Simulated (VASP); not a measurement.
# AlNi (Pm-3m) in VASP: further runs, part 2 of 2

VASP 6.6.1. The steps go on from the part before.

**5. Single point, PBEsol, collinear spin, ferromagnetic start (volume scaled by 1.04)**

File INCAR:

```
SYSTEM = AlNi
PREC = Accurate
ENCUT = 520
EDIFF = 1E-6
ISMEAR = -1
SIGMA = 0.05
LREAL = .False.
LASPH = .True.
NELM = 150
ALGO = Normal
ISIF = 2
LWAVE = .False.
LCHARG = .True.
ISPIN = 2
MAGMOM = 0 1.5
LORBIT = 11
LMAXMIX = 4
GGA = PS
LELF = .True.
LVHAR = .True.
NBANDS = 18
```

File KPOINTS:

```
regular mesh
0
Gamma
  13 13 13
  0 0 0
```

File POSCAR:

```
AlNi
1.0
    2.9189122424      0.0000000000      0.0000000000
    0.0000000000      2.9189122424      0.0000000000
    0.0000000000      0.0000000000      2.9189122424
Al Ni
1 1
Direct
    0.0000000000      0.0000000000      0.0000000000
    0.5000000000      0.5000000000      0.5000000000
```

Potentials or basis: VASP PAW PBE potentials, release 64 (Al, Ni).

The run is started by

```sh
> cat potpaw_PBE.64/Al/POTCAR potpaw_PBE.64/Ni/POTCAR > POTCAR
> mpirun -np 1 vasp_std > vasp.out
```

OUTCAR:

```text
SYSTEM = AlNi
   PREC = Accurate
   ENCUT = 520
   EDIFF = 1E-6
   ISMEAR = -1
   LREAL = .False.
   LASPH = .True.
   NELM = 150
   ISIF = 2
   ISPIN = 2
   LORBIT = 11
   GGA = PS

 ion  position               nearest neighbor table
   1  0.000  0.000  0.000-   2 2.53   2 2.53   2 2.53   2 2.53   2 2.53   2 2.53   2 2.53   2 2.53

   2  0.500  0.500  0.500-   1 2.53   1 2.53   1 2.53   1 2.53   1 2.53   1 2.53   1 2.53   1 2.53

  LATTYP: Found a simple cubic cell.
 ALAT       =     2.9189122424

  Lattice vectors:

 A1 = (   2.9189122424,   0.0000000000,   0.0000000000)
[... 1225 lines left out ...]

 VOLUME and BASIS-vectors are now :
 -----------------------------------------------------------------------------
  energy-cutoff  :      520.00
  volume of cell :       24.87
      direct lattice vectors                 reciprocal lattice vectors
     2.918912242  0.000000000  0.000000000     0.342593376  0.000000000  0.000000000
     0.000000000  2.918912242  0.000000000     0.000000000  0.342593376  0.000000000
     0.000000000  0.000000000  2.918912242     0.000000000  0.000000000  0.342593376

 POSITION                                       TOTAL-FORCE (eV/Angst)
 -----------------------------------------------------------------------------------
      0.00000      0.00000      0.00000         0.000000      0.000000      0.000000
      1.45946      1.45946      1.45946         0.000000      0.000000      0.000000
 -----------------------------------------------------------------------------------
    total drift:                                0.000000      0.000000     -0.000000

  FREE ENERGIE OF THE ION-ELECTRON SYSTEM (eV)
  ---------------------------------------------------
  free  energy   TOTEN  =       -11.5519992411 eV

  energy  without entropy=      -11.5466591599  energy(sigma->0) =      -11.54932920

 total charge

# of ion       s       p       d       tot
------------------------------------------
    1        0.379   0.395   0.000   0.775
    2        0.464   0.487   8.460   9.411
--------------------------------------------------
tot          0.843   0.882   8.460  10.186

 magnetization (x)

# of ion       s       p       d       tot
------------------------------------------
    1       -0.000  -0.000   0.000  -0.000
    2        0.000  -0.000   0.000   0.000
--------------------------------------------------
tot          0.000  -0.000   0.000   0.000
```

OSZICAR:

```text
N       E                     dE             d eps       ncg     rms          rms(c)
DAV:   1     0.436585805311E+02    0.43659E+02   -0.50129E+03  6218   0.746E+02
DAV:   2    -0.103112704200E+02   -0.53970E+02   -0.47216E+02  6468   0.159E+02
DAV:   3    -0.129744916512E+02   -0.26632E+01   -0.26039E+01  7318   0.365E+01
DAV:   4    -0.130092295670E+02   -0.34738E-01   -0.34710E-01  7126   0.372E+00
DAV:   5    -0.130100053041E+02   -0.77574E-03   -0.77569E-03  7076   0.605E-01    0.136E+01
DAV:   6    -0.159503785676E+02   -0.29404E+01   -0.50667E+01  6842   0.830E+01    0.189E+01
DAV:   7    -0.115943630584E+02    0.43560E+01   -0.14556E+01  6826   0.479E+01    0.226E+00
DAV:   8    -0.115649812253E+02    0.29382E-01   -0.49243E-01  8046   0.668E+00    0.112E+00
DAV:   9    -0.115515644106E+02    0.13417E-01   -0.45081E-02  7220   0.182E+00    0.683E-01
DAV:  10    -0.115521166424E+02   -0.55223E-03   -0.17217E-03  8210   0.401E-01    0.225E-01
DAV:  11    -0.115518980971E+02    0.21855E-03   -0.20204E-03  7824   0.364E-01    0.116E-01
DAV:  12    -0.115520039831E+02   -0.10589E-03   -0.29469E-04  7794   0.155E-01    0.394E-02
DAV:  13    -0.115519994394E+02    0.45437E-05   -0.10818E-05  8102   0.350E-02    0.175E-02
DAV:  14    -0.115519992411E+02    0.19829E-06   -0.20966E-06  3932   0.172E-02
   1 F= -.11551999E+02 E0= -.11549329E+02  d E =-.534008E-02  mag=    -0.0000
```

stdout:

```text
POSCAR found type information on POSCAR AlNi
 POSCAR found :  2 types and       2 ions
 scaLAPACK will be used
 -----------------------------------------------------------------------------
|                                                                             |
|                                                                             |
|     You enforced a specific xc type in the INCAR file but a different       |
|     I HOPE YOU KNOW WHAT YOU ARE DOING!                                     |
|                                                                             |
 -----------------------------------------------------------------------------

 LDA part: xc-table for (Slater+PW92), standard interpolation
 POSCAR, INCAR and KPOINTS ok, starting setup
 FFT: planning ... GRIDC
 FFT: planning ... GRID_SOFT
 FFT: planning ... GRID
 WAVECAR not read
 entering main loop
```

Wall time 27 s (1 thread of Intel Xeon Platinum 8559C (Emerald Rapids), shared host); peak memory 0.19 GiB.

Results:

```yaml
Free_energy: -11.5520 eV
Pressure: -8.9 GPa
Net_moment: 0.00 μB per cell
Valence_electrons_inside_the_program's_atomic_spheres: Al 0.78; Ni 9.41
```

Levels at points of the mesh, in eV from the Fermi level:
Spin up:
```
           k point  band 3  band 4  band 5  band 6  band 7  band 8  band 9  band 10
(0.00, 0.00, 0.00)   -3.04   -1.45   -1.45   -1.45    5.35    5.35    5.35     8.04
```
Spin down:
| k point | band 4 | band 5 | band 6 | band 7 | band 8 | band 9 |
| --- | --- | --- | --- | --- | --- | --- |
| (0.00, 0.00, 0.00) | -1.45 | -1.45 | -1.45 | 5.35 | 5.35 | 5.35 |

Caveat: the starting moments collapsed, and a magnetic state may lie lower; the PAW data sets were made with another functional, which shifts forces and pressure a little.

**6. Single point, PBEsol, collinear spin, ferromagnetic start (volume scaled by 0.9405)**

File INCAR:

```
PREC = Accurate ; ENCUT = 520
EDIFF = 1E-6 ; ISMEAR = -1
SIGMA = 0.05 ; LREAL = F
LASPH = T ; NELM = 150
ALGO = Normal ; ISIF = 2
LWAVE = F ; LCHARG = F
ISPIN = 2 ; MAGMOM = 0 1.5
LORBIT = 11 ; LMAXMIX = 4
GGA = PS ; NBANDS = 18
```

File KPOINTS:

```
Automatic mesh
0
Gamma
  13 13 13
```

File POSCAR:

```
AlNi
1.0
    2.8226878784      0.0000000000      0.0000000000
    0.0000000000      2.8226878784      0.0000000000
    0.0000000000      0.0000000000      2.8226878784
Al Ni
1 1
Direct
    0.0000000000      0.0000000000      0.0000000000
    0.5000000000      0.5000000000      0.5000000000
```

Potentials or basis: VASP PAW PBE potentials, release 64 (Al, Ni).

The run is started by

```sh
> cat potpaw_PBE.64/Al/POTCAR potpaw_PBE.64/Ni/POTCAR > POTCAR
> mpirun -np 1 vasp_std > vasp.out
```

Wall time 34 s (1 thread of Intel Xeon Platinum 8488C (Sapphire Rapids), shared host); peak memory 0.18 GiB.

Results (log left out):

```yaml
Free_energy: -11.5702 eV
Pressure: 7.9 GPa
Net_moment: 0.00 μB per cell
Valence_electrons_inside_the_program's_atomic_spheres: Al 0.83; Ni 9.59
```

Levels at points of the mesh, in eV from the Fermi level:
Spin up:
| k point | band 3 | band 4 | band 5 | band 6 | band 7 | band 8 | band 9 | band 10 |
| --- | --- | --- | --- | --- | --- | --- | --- | --- |
| (0.00, 0.00, 0.00) | -3.53 | -1.66 | -1.66 | -1.66 | 5.78 | 5.78 | 5.78 | 8.36 |
Spin down:
```
           k point  band 4  band 5  band 6  band 7  band 8  band 9
(0.00, 0.00, 0.00)   -1.66   -1.66   -1.66    5.78    5.78    5.78
```

Caveat: the starting moments collapsed, and a magnetic state may lie lower; the PAW data sets were made with another functional, which shifts forces and pressure a little.
